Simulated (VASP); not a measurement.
A run of VASP 6.6.1:

Contents of INCAR:

```
PREC = Accurate
ENCUT = 520
EDIFF = 1E-7
ISMEAR = -1
SIGMA = 0.03
LREAL = F
LASPH = T
NELM = 80
ALGO = Normal
ISIF = 2
LWAVE = F
LCHARG = F
GGA = PS
NBANDS = 43
```

KPOINTS

```
regular mesh
0
Gamma
  6 6 6
```

File POSCAR:

```
Sc3TlAs4
1.0
   -2.7435470068      2.7435470068      5.6691778823
    2.7435470068     -2.7435470068      5.6691778823
    2.7435470068      2.7435470068     -5.6691778823
Sc Tl As
3 1 4
Direct
    0.5000000000      0.5000000000      0.0000000000
    0.2500000000      0.7500000000      0.5000000000
    0.7500000000      0.2500000000      0.5000000000
    0.0000000000      0.0000000000      0.0000000000
    0.0000000000      0.5000000000      0.5000000000
    0.7366440344      0.7366440344      0.0000000000
    0.5000000000      0.0000000000      0.5000000000
    0.2633559656      0.2633559656      0.0000000000
```

Potentials or basis: VASP PAW PBE potentials, release 64 (Sc_sv, Tl_d, As).

Command:

```sh
$ cat potpaw_PBE.64/Sc_sv/POTCAR potpaw_PBE.64/Tl_d/POTCAR potpaw_PBE.64/As/POTCAR > POTCAR
$ mpirun -np 1 vasp_std > vasp.out
```

Hardware: 1 thread of AMD EPYC 7R13 Processor (Zen 3) (shared host).

Problem. How long does it take, and how much memory?

Solution. It took 6.9 min on 1 thread of AMD EPYC 7R13 Processor (Zen 3), on a shared host, peak memory 0.48 GiB. Counts: scf iterations 15, k points 30.
